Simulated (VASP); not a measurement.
# Si (P6/mmm) in VASP: a series of runs

The runs below take Si through relaxation of shape and atoms at fixed volume, with r2SCAN.

All numbers are computed with VASP 6.6.1; they aren't measurements. Logs are shortened: lines on timing, memory, paths and dates and some standing lists are left out, and cuts for length are marked.

### 1 The cell of the first run

The structure is hexagonal, space group P6/mmm (No. 191). Conventional cell: a = 2.544 Å, b = 2.544 Å, c = 2.423 Å, α = 90.00°, β = 90.00°, γ = 120.00°. Within 3.2 Å of Si (site symmetry 6/mmm) lie 8 Si at 2.42 to 2.54 Å.

This isn't the form of Si at room conditions, which is diamond.

### 2 Relaxation of shape and atoms at fixed volume, r2SCAN (13.58 Å³/atom)

Contents of POSCAR:

```
Si
1.0
    2.5441706227      0.0000000000      0.0000000000
   -1.2720853113      2.2033163908      0.0000000000
    0.0000000000      0.0000000000      2.4232144422
Si
1
Direct
    0.0000000000      0.0000000000      0.0000000000
```

Contents of INCAR.step1:

```
PREC = Accurate
ENCUT = 600
ISMEAR = 0
SIGMA = 0.1
LREAL = False
LASPH = True
NELM = 80
GGA = PE
ALGO = Normal
EDIFF = 1E-4
LWAVE = True
LCHARG = False
```

Contents of INCAR.step2:

```
PREC = Accurate
ENCUT = 600
EDIFF = 1E-6
ISMEAR = 0
SIGMA = 0.1
LREAL = False
LASPH = True
NELM = 80
ALGO = Normal
ISIF = 4
LWAVE = False
LCHARG = False
METAGGA = R2SCAN
LMIXTAU = True
IBRION = 2
NSW = 50
EDIFFG = -0.01
ISTART = 1
```

Contents of KPOINTS:

```
Automatic mesh
0
Gamma
  18 18 16
```

Potentials or basis: VASP PAW PBE potentials, release 64 (Si).

On the command line:

```sh
cat potpaw_PBE.64/Si/POTCAR > POTCAR
cp INCAR.step1 INCAR
mpirun -np 1 vasp_std > vasp.out
cp INCAR.step2 INCAR
mpirun -np 1 vasp_std > vasp.out
```

OUTCAR:

```text
PREC = Accurate
   ENCUT = 600
   EDIFF = 1E-6
   ISMEAR = 0
   LREAL = False
   LASPH = True
   NELM = 80
   ISIF = 4
   METAGGA = R2SCAN
   IBRION = 2
   NSW = 50
   EDIFFG = -0.01
   ISTART = 1

 ion  position               nearest neighbor table
   1  0.000  0.000  0.000-

  LATTYP: Found a hexagonal cell.
 ALAT       =     2.5441706227
 C/A-ratio  =     0.9524575202

  Lattice vectors:

 A1 = (   2.5441706227,   0.0000000000,   0.0000000000)
 A2 = (  -1.2720853113,   2.2033163908,   0.0000000000)
 A3 = (   0.0000000000,   0.0000000000,   2.4232144422)

Analysis of symmetry for initial positions (statically):
=====================================================================
 Subroutine PRICEL returns:
 Original cell was already a primitive cell.

 Routine SETGRP: Setting up the symmetry group for a
 hexagonal supercell.

 Subroutine GETGRP returns: Found 24 space group operations
 (whereof 24 operations were pure point group operations)
 out of a pool of 24 trial point group operations.

The static configuration has the point symmetry D_6h.

Analysis of symmetry for dynamics (positions and initial velocities):
=====================================================================
 Subroutine PRICEL returns:
 Original cell was already a primitive cell.

 Routine SETGRP: Setting up the symmetry group for a
 hexagonal supercell.

 Subroutine GETGRP returns: Found 24 space group operations
 (whereof 24 operations were pure point group operations)
 out of a pool of 24 trial point group operations.

The dynamic configuration has the point symmetry D_6h.

 Subroutine INISYM returns: Found 24 space group operations
 (whereof 24 operations are pure point group operations),
 and found     1 'primitive' translations

----------------------------------------------------------------------------------------

                                     Primitive cell

  volume of cell :      13.5836

  direct lattice vectors                    reciprocal lattice vectors
     2.544170623  0.000000000  0.000000000     0.393055399  0.226930641  0.000000000
    -1.272085311  2.203316391  0.000000000     0.000000000  0.453861281  0.000000000
     0.000000000  0.000000000  2.423214442     0.000000000  0.000000000  0.412674992

  length of vectors
     2.544170623  2.544170623  2.423214442     0.453861281  0.453861281  0.412674992

  position of ions in fractional coordinates (direct lattice)
     0.000000000  0.000000000  0.000000000

  ion indices of the primitive-cell ions
   primitive index   ion index
                 1           1

----------------------------------------------------------------------------------------

 KPOINTS: Automatic mesh

Automatic generation of k-mesh.
 Grid dimensions read from file:
 generate k-points for:   18   18   16

 Generating k-lattice:

  Cartesian coordinates                     Fractional coordinates (reciprocal lattice)
     0.021836411  0.012607258  0.000000000     0.055555556  0.000000000  0.000000000
     0.000000000  0.025214516  0.000000000     0.000000000  0.055555556  0.000000000
     0.000000000  0.000000000  0.025792187     0.000000000  0.000000000  0.062500000

  Length of vectors
     0.025214516  0.025214516  0.025792187

  Shift w.r.t. Gamma in fractional coordinates (k-lattice)
     0.000000000  0.000000000  0.000000000

 Subroutine IBZKPT returns following result:
 ===========================================

 Found    333 irreducible k-points:

 Following reciprocal coordinates:
            Coordinates               Weight
  0.000000  0.000000  0.000000      1.000000
  0.055556 -0.000000  0.000000      6.000000
  0.111111 -0.000000  0.000000      6.000000
  0.166667  0.000000  0.000000      6.000000
  0.222222  0.000000  0.000000      6.000000
  0.277778  0.000000  0.000000      6.000000
[... 16 lines left out ...]
  0.333333  0.111111  0.000000     12.000000
  0.388889  0.111111  0.000000     12.000000
 [... further k-points ...]
   k-points           NKPTS =    333   k-points in BZ     NKDIM =    333   number of bands    NBANDS=      6
   number of dos      NEDOS =    301   number of ions     NIONS =      1
   total plane-waves  NPLWV =   8000
   dimension x,y,z NGX =    20 NGY =   20 NGZ =   20
   dimension x,y,z NGXF=    40 NGYF=   40 NGZF=   40
   ions per type =               1
   NGX,Y,Z   is equivalent  to a cutoff of  13.07, 13.07, 13.72 a.u.
   NGXF,Y,Z  is equivalent  to a cutoff of  26.14, 26.14, 27.44 a.u.
 SYSTEM =  unknown system
   PREC   = accura    normal or accurate (medium, high low for compatibility)
   ISTART =      1    job   : 0-new  1-cont  2-samecut
   ICHARG =      0    charge: 1-file 2-atom 10-const
   ISPIN  =      1    spin polarized calculation?
   LNONCOLLINEAR =      F non collinear calculations
   LSORBIT =      F    spin-orbit coupling
   LASPH  =      T    aspherical Exc in radial PAW
   ENCUT  =  600.0 eV  44.10 Ry    6.64 a.u.   5.08  5.08  4.84*2*pi/ulx,y,z
   NELM   =     80;   NELMIN=  2; NELMDL=  0     # of ELM steps
   EDIFF  = 0.1E-05   stopping-criterion for ELM
   LREAL  =      F    real-space projection
   EDIFFG = -.1E-01   stopping-criterion for IOM
   NSW    =     50    number of steps for IOM
   IBRION =      2    ionic relax: 0-MD 1-quasi-New 2-CG
   NFREE  =      1    steps in history (QN), initial steepest desc. (CG)
   ISIF   =      4    stress and relaxation
   ISYM   =      2    0-nonsym 1-usesym 2-fastsym
   POTIM  = 0.5000    time-step for ionic-motion
   TEBEG  =    0.0;   TEEND  =   0.0 temperature during run
   PSTRESS=    0.0 pullay stress
   NELECT =       4.0000    total number of electrons
   NUPDOWN=      -1.0000    fix difference up-down
   EMIN   =  10.00;   EMAX   =-10.00  energy-range for DOS
   EFERMI =   0.00;   METHOD = LEGACY
   ISMEAR =     0;   SIGMA  =   0.10  broadening in eV -4-tet -1-fermi 0-gaus
   EFERMI_NEDOS =   21; number of points for ismear=-14 and -15
   IALGO  =     38    algorithm
   IMIX   =      4    mixing-type and parameters
     AMIX     =   0.40;   BMIX     =  1.00
     AMIX_MAG =   1.60;   BMIX_MAG =  1.00
  volume/ion in A,a.u.               =      13.58        91.67
  Fermi-wavevector in a.u.,A,eV,Ry     =   1.089155  2.058205 16.140040  1.186259
  Thomas-Fermi vector in A             =   2.225353
   LORBIT       =      0    0 simple, 1 ext, 2 COOP (PROOUT), +10 PAW based schemes
   METAGGA = R2SCAN    functional components
   LHFCALC =     F    Hartree Fock is set to
   AEXX    =    0.0000 exact exchange contribution
   IVDW    =     0    specifies the selected vdW correction
   LEPSILON=     F    determine dielectric tensor
   LRPA    =     F    only Hartree local field effects (RPA)
 conjugate gradient relaxation of ions
 non-spin polarized calculation
 Gauss-broadening in eV      SIGMA  =   0.10
  energy-cutoff  :      600.00
  volume of cell :       13.58
 maximum number of plane-waves:       466
   NGX = 11   NGY = 11   NGZ =  9

--------------------------------------- Ionic step        1  -------------------------------------------

 number of electron       4.0000000 magnetization

 Free energy of the ion-electron system (eV)
  ---------------------------------------------------
  ext. energy  EPLUGINS =         0.00000000
  ---------------------------------------------------
  free energy    TOTEN  =        -8.27869405 eV

  energy without entropy =       -8.27683783  energy(sigma->0) =       -8.27776594

------------------------ aborting loop because EDIFF is reached ----------------------------------------

  FORCE on cell =-STRESS in cart. coord.  units (eV):
  Direction    XX          YY          ZZ          XY          YZ          ZX
  --------------------------------------------------------------------------------------
  -------------------------------------------------------------------------------------
  Total        1.0867727      1.0867727      1.1289206      0.0000000      0.0000000      0.0000000
  in kB      128.1841555    128.1841555    133.1554731      0.0000000      0.0000000      0.0000000
  external PRESSURE =     129.8412614 kB  Pullay stress =       0.0000000 kB

 VOLUME and BASIS-vectors are now :
 -----------------------------------------------------------------------------
  energy-cutoff  :      600.00
  volume of cell :       13.58
      direct lattice vectors                 reciprocal lattice vectors
     2.544170623  0.000000000  0.000000000     0.393055399  0.226930641  0.000000000
    -1.272085311  2.203316391  0.000000000     0.000000000  0.453861281  0.000000000
     0.000000000  0.000000000  2.423214442     0.000000000  0.000000000  0.412674992
[... 36 lines left out ...]
 POSITION                                       TOTAL-FORCE (eV/Angst)
 -----------------------------------------------------------------------------------
      2.54245      0.00000      0.00000        -0.000000     -0.000000      0.000000
 -----------------------------------------------------------------------------------
    total drift:                                0.000000      0.000000      0.000000

  FREE ENERGIE OF THE ION-ELECTRON SYSTEM (eV)
  ---------------------------------------------------
  free  energy   TOTEN  =        -8.2786997860 eV

  energy  without entropy=       -8.2768875805  energy(sigma->0) =       -8.27779368

--------------------------------------- Ionic step        3  -------------------------------------------

 number of electron       4.0000000 magnetization

 Free energy of the ion-electron system (eV)
  ---------------------------------------------------
  ext. energy  EPLUGINS =         0.00000000
  ---------------------------------------------------
  free energy    TOTEN  =        -8.27871004 eV

  energy without entropy =       -8.27687863  energy(sigma->0) =       -8.27779433

 E-fermi :  10.7651     XC(G=0): -12.0112

 val. band max:       10.7360362822   @ k =   0.2222   0.1667   0.2500
 cond. band min:      10.7694481656   @ k =   0.3889   0.2222   0.3125
 fundamental gap:      0.0334118834
 Fermi energy:        10.7650783269

 k-point     1 :       0.0000    0.0000    0.0000
  band No.  band energies     occupation
      1      -4.9269      2.00000
      2      18.5313      0.00000
      3      19.2922      0.00000
      4      23.0207      0.00000
      5      23.0207      0.00000
      6      24.2326      0.00000

 k-point     2 :       0.0556   -0.0000    0.0000
  band No.  band energies     occupation
      1      -4.8294      2.00000
      2      18.2981      0.00000
      3      19.3749      0.00000
      4      21.8674      0.00000
      5      22.0837      0.00000
      6      24.5745      0.00000
[... 181 lines left out ...]
 k-point    23 :       0.3333    0.1111    0.0000
  band No.  band energies     occupation
      1       0.0783      2.00000
      2       6.7984      2.00000
      3      13.2485      0.00000
      4      21.9901      0.00000
      5      23.5293      0.00000
      6      28.2371      0.00000

 k-point    24 :       0.3889    0.1111    0.0000
  band No.  band energies     occupation
      1       1.4938      2.00000
      2       4.8752      2.00000
      3      12.9913      0.00000
      4      21.9069      0.00000
      5      24.6601      0.00000
      6      27.9957      0.00000

 [... further k-points ...]

------------------------ aborting loop because EDIFF is reached ----------------------------------------

  FORCE on cell =-STRESS in cart. coord.  units (eV):
  Direction    XX          YY          ZZ          XY          YZ          ZX
  --------------------------------------------------------------------------------------
  -------------------------------------------------------------------------------------
  Total        1.0994787      1.0994787      1.1005632      0.0000000      0.0000000      0.0000000
  in kB      129.6828270    129.6828270    129.8107446      0.0000000      0.0000000      0.0000000
  external PRESSURE =     129.7254662 kB  Pullay stress =       0.0000000 kB

 VOLUME and BASIS-vectors are now :
 -----------------------------------------------------------------------------
  energy-cutoff  :      600.00
  volume of cell :       13.58
      direct lattice vectors                 reciprocal lattice vectors
     2.543221841  0.000000000  0.000000000     0.393202034  0.227015300 -0.000000000
    -1.271610920  2.202494722 -0.000000000    -0.000000000  0.454030600 -0.000000000
     0.000000000  0.000000000  2.425022802    -0.000000000  0.000000000  0.412367257

 POSITION                                       TOTAL-FORCE (eV/Angst)
 -----------------------------------------------------------------------------------
     -1.27161      2.20249      2.42502        -0.000000      0.000000      0.000000
 -----------------------------------------------------------------------------------
    total drift:                               -0.000000      0.000000      0.000000

  FREE ENERGIE OF THE ION-ELECTRON SYSTEM (eV)
  ---------------------------------------------------
  free  energy   TOTEN  =        -8.2787100380 eV

  energy  without entropy=       -8.2768786279  energy(sigma->0) =       -8.27779433

 reached required accuracy - stopping structural energy minimisation
```

Run time: 1.9 min. Hardware: 1 thread of AMD EPYC 9R45 (Zen 5), shared host; peak memory 0.11 GiB.

Results:

```
Free energy               : -8.2787 eV
Energy gained by relaxing : 0.0 meV/atom
Ionic steps               : 3
Pressure after relaxing   : 13.0 GPa
Band gap on the k mesh    : zero (bands 2 and 3 overlap by 13.03 eV)
```

Final structure:
```
Si
1.0
     2.54322    0.00000    0.00000
    -1.27161    2.20249    0.00000
     0.00000    0.00000    2.42502
Si
1
Direct
  0.00000 0.00000 0.00000
```

Levels at points of the mesh, in eV from the Fermi level:
```csv
k point,band 1,band 2,band 3,band 4,band 5
"(0.00, 0.00, 0.00)",-15.69,7.77,8.53,12.26,12.26
"(0.50, 0.00, 0.00)",-8.13,-7.76,6.06,7.01,14.47
"(0.00, 0.00, 0.50)",-10.30,-8.21,16.40,16.40,16.55
"(0.50, 0.00, 0.50)",-3.58,-2.36,-1.69,1.33,10.25
```

Caveat: the PAW data sets were made with another functional, which shifts forces and pressure a little.

### 3 Relaxation of shape and atoms at fixed volume, r2SCAN (14.03 Å³/atom)

This run uses another cell than the first one, of 14.03 Å³/atom.

Contents of POSCAR:

```
Si
1.0
    2.5732903277      0.0000000000      0.0000000000
   -1.2866451638      2.2285347951      0.0000000000
    0.0000000000      0.0000000000      2.4467703094
Si
1
Direct
    0.0000000000      0.0000000000      0.0000000000
```

INCAR.step1 is that of step 2.

INCAR.step2 is that of step 2.

KPOINTS is that of step 2.

Potentials or basis: VASP PAW PBE potentials, release 64 (Si).

On the command line:

```sh
cat potpaw_PBE.64/Si/POTCAR > POTCAR
cp INCAR.step1 INCAR
mpirun -np 1 vasp_std > vasp.out
cp INCAR.step2 INCAR
mpirun -np 1 vasp_std > vasp.out
```

OUTCAR:

```text
PREC = Accurate
   ENCUT = 600
   EDIFF = 1E-6
   ISMEAR = 0
   LREAL = False
   LASPH = True
   NELM = 80
   ISIF = 4
   METAGGA = R2SCAN
   IBRION = 2
   NSW = 50
   EDIFFG = -0.01
   ISTART = 1

 ion  position               nearest neighbor table
   1  0.000  0.000  0.000-

  LATTYP: Found a hexagonal cell.
 ALAT       =     2.5732903277
 C/A-ratio  =     0.9508333681

  Lattice vectors:

 A1 = (   2.5732903277,   0.0000000000,   0.0000000000)
 A2 = (  -1.2866451638,   2.2285347951,   0.0000000000)
 A3 = (   0.0000000000,   0.0000000000,   2.4467703094)

Analysis of symmetry for initial positions (statically):
[... 245 lines left out ...]
 Free energy of the ion-electron system (eV)
  ---------------------------------------------------
  ext. energy  EPLUGINS =         0.00000000
  ---------------------------------------------------
  free energy    TOTEN  =        -8.30766657 eV

  energy without entropy =       -8.30587660  energy(sigma->0) =       -8.30677159

 E-fermi :  10.3223     XC(G=0): -11.8637

 val. band max:       10.2916232043   @ k =   0.2222   0.1667   0.2500
 cond. band min:      10.3264559093   @ k =   0.2222   0.1667   0.1875
 fundamental gap:      0.0348327051
 Fermi energy:        10.3223387742

 k-point     1 :       0.0000    0.0000    0.0000
  band No.  band energies     occupation
      1      -5.0506      2.00000
      2      18.0844      0.00000
      3      18.6634      0.00000
      4      22.1427      0.00000
      5      22.1427      0.00000
      6      23.6330      0.00000
[... 199 lines left out ...]
 k-point    24 :       0.3889    0.1111    0.0000
  band No.  band energies     occupation
      1       1.2214      2.00000
      2       4.5506      2.00000
      3      12.5015      0.00000
      4      21.2815      0.00000
      5      23.8611      0.00000
      6      27.2948      0.00000

 [... further k-points ...]
[... 5 lines left out ...]
  --------------------------------------------------------------------------------------
  -------------------------------------------------------------------------------------
  Total        0.6897946      0.6897946      0.6913678      0.0000000     -0.0000000      0.0000000
  in kB       78.7642145     78.7642145     78.9438562      0.0000000     -0.0000000      0.0000000
  external PRESSURE =      78.8240951 kB  Pullay stress =       0.0000000 kB
[... 16 lines left out ...]
  FREE ENERGIE OF THE ION-ELECTRON SYSTEM (eV)
  ---------------------------------------------------
  free  energy   TOTEN  =        -8.3076665710 eV

  energy  without entropy=       -8.3058766026  energy(sigma->0) =       -8.30677159

 reached required accuracy - stopping structural energy minimisation
```

OUTCAR.step1:

```text
PREC = Accurate
   ENCUT = 600
   ISMEAR = 0
   LREAL = False
   LASPH = True
   NELM = 80
[... 432 lines left out ...]

 POSITION                                       TOTAL-FORCE (eV/Angst)
 -----------------------------------------------------------------------------------
      0.00000      0.00000      0.00000         0.000000      0.000000      0.000000
 -----------------------------------------------------------------------------------
    total drift:                                0.000000      0.000000     -0.000000

  FREE ENERGIE OF THE ION-ELECTRON SYSTEM (eV)
  ---------------------------------------------------
  free  energy   TOTEN  =        -5.0889209377 eV

  energy  without entropy=       -5.0868688263  energy(sigma->0) =       -5.08789488
```

It took 2.3 min on 1 thread of AMD EPYC 9R45 (Zen 5), shared host; peak memory 0.12 GiB.

What came out:

```yaml
Free_energy: -8.3077 eV
Energy_gained_by_relaxing: 0.0 meV/atom
Ionic_steps: 3
Pressure_after_relaxing: 7.9 GPa
Band_gap_on_the_k_mesh: zero (bands 2 and 3 overlap by 12.85 eV)
```

Final structure:
```
Si
1.0
     2.57212    0.00000    0.00000
    -1.28606    2.22752    0.00000
     0.00000    0.00000    2.44900
Si
1
Direct
  0.00000 0.00000 0.00000
```

Levels at points of the mesh, in eV from the Fermi level:
```tsv
k point	band 1	band 2	band 3	band 4	band 5
(0.00, 0.00, 0.00)	-15.37	7.76	8.34	11.82	11.82
(0.50, 0.00, 0.00)	-8.05	-7.54	5.86	6.97	14.03
(0.00, 0.00, 0.50)	-10.14	-7.96	15.93	15.93	16.18
(0.50, 0.00, 0.50)	-3.48	-2.32	-1.80	1.50	9.90
```

Caveat: the PAW data sets were made with another functional, which shifts forces and pressure a little.

The gap in the log of VASP goes by the Fermi energy; the results here count the filled bands.